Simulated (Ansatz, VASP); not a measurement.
## K2S in VASP and in Ansatz

Contents of INCAR:

```
SYSTEM = K2S
ALGO = Normal
EDIFF = 1E-6
ENCUT = 500
GGA = PE
GGA_COMPAT = .False.
ISIF = 2
ISMEAR = 0
LASPH = .True.
LCHARG = .False.
LREAL = .False.
LWAVE = .False.
NBANDS = 19
NELM = 120
PREC = Accurate
SIGMA = 0.05
```

File KPOINTS:

```
k-points
0
Gamma
  8 8 8
  0 0 0
```

The input POSCAR:

```
K2S
1.0
    0.0000000000      3.7805690356      3.7805690356
    3.7805690356      0.0000000000      3.7805690356
    3.7805690356      3.7805690356      0.0000000000
K S
2 1
Direct
    0.2500000000      0.2500000000      0.2500000000
    0.7500000000      0.7500000000      0.7500000000
    0.0000000000      0.0000000000      0.0000000000
```

Input for Ansatz:

```yaml
crystal:
  lattice:
    - [0.0, 3.7805690356, 3.7805690356]
    - [3.7805690356, 0.0, 3.7805690356]
    - [3.7805690356, 3.7805690356, 0.0]
  atoms:
    - { symbol: K, position: [0.25, 0.25, 0.25] }
    - { symbol: K, position: [0.75, 0.75, 0.75] }
    - { symbol: S, position: [0.0, 0.0, 0.0] }
basis:
  ecutwfc: 420
  ecutrho_ratio: 4
kpoints:
  mp_grid: { grid: [8, 8, 8] }
hamiltonian:
  xc: pbe
scf:
  occupations: { method: gaussian, width: 0.05 }
output:
  forces: true
  stress: true
  eigenvalues: true
  write_density: true
  write_potential: true
  elf: true
  volumetric_format: npy
```

Alike in both runs: task single point; functional PBE; k mesh 8 × 8 × 8; occupations gaussian, width 0.05 eV; no spin polarisation.

|  | VASP | Ansatz |
| --- | --- | --- |
| version | VASP 6.6.1 | Ansatz 0.2.0 |
| potentials or method | VASP PAW PBE potentials, release 64 (K_sv, S), cutoff 500 eV | scalar-relativistic, plane waves, PAW |
| valence electrons in the cell | 24 | 24 |

|  | VASP | Ansatz | Ansatz less VASP |
| --- | --- | --- | --- |
| gap on the k mesh at the Fermi level (eV) | 2.22 | 2.22 | +0.002 |
| least direct gap on the mesh (eV) | 2.37 | 2.37 | +0.003 |
| pressure (GPa) | -0.6 | -0.7 | -0.02 |
